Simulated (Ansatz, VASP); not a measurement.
SnTe: VASP beside Ansatz

File INCAR:

```
ALGO = Normal
EDIFF = 1E-6
ENCUT = 520
GGA = PS
ISIF = 2
ISMEAR = 0
LASPH = True
LCHARG = False
LREAL = False
LWAVE = False
NBANDS = 17
NELM = 100
PREC = Accurate
SIGMA = 0.03
```

The input KPOINTS:

```
k-points
0
Gamma
  10 10 10
```

File POSCAR:

```
SnTe
1.0
   -1.3256469313      2.6512938627      2.6512938627
    2.6512938627     -1.3256469313      2.6512938627
    2.6512938627      2.6512938627     -1.3256469313
Sn Te
1 1
Direct
    0.0000000000      0.0000000000      0.0000000000
    0.5000000000      0.5000000000      0.5000000000
```

Input for Ansatz:

```yaml
crystal:
  lattice:
    - [-1.3256469313, 2.6512938627, 2.6512938627]
    - [2.6512938627, -1.3256469313, 2.6512938627]
    - [2.6512938627, 2.6512938627, -1.3256469313]
  atoms:
    - { symbol: Sn, position: [0.0, 0.0, 0.0] }
    - { symbol: Te, position: [0.5, 0.5, 0.5] }
basis:
  ecutwfc: 420
kpoints:
  mp_grid: { grid: [10, 10, 10] }
hamiltonian:
  xc: pbesol
scf:
  occupations: { method: gaussian, width: 0.03 }
output:
  forces: true
  stress: true
  eigenvalues: true
```

Alike in both runs: task single point; functional PBEsol; k mesh 10 × 10 × 10; occupations gaussian, width 0.03 eV; no spin polarisation.

```csv
,VASP,Ansatz
version,VASP 6.6.1,Ansatz 0.2.0
potentials or method,"VASP PAW PBE potentials, release 64 (Sn_d, Te), cutoff 520 eV","scalar-relativistic, plane waves, PAW"
valence electrons in the cell,20,30
```

Ansatz gave:

- gap on the k mesh at the Fermi level (eV): none
- pressure (GPa): -4.9

Problem. Which values does VASP return?

Solution. gap on the k mesh at the Fermi level (eV): none; pressure (GPa): -5.0.

VASP's potentials were made for PBE, not for PBEsol. A gap of «none» marks a metal or a gap that the smearing closes. VASP's potentials hold 20 valence electrons a cell and Ansatz's 30, so a difference there can come from the potentials and not from the codes.

Neither program's run includes spin-orbit coupling.
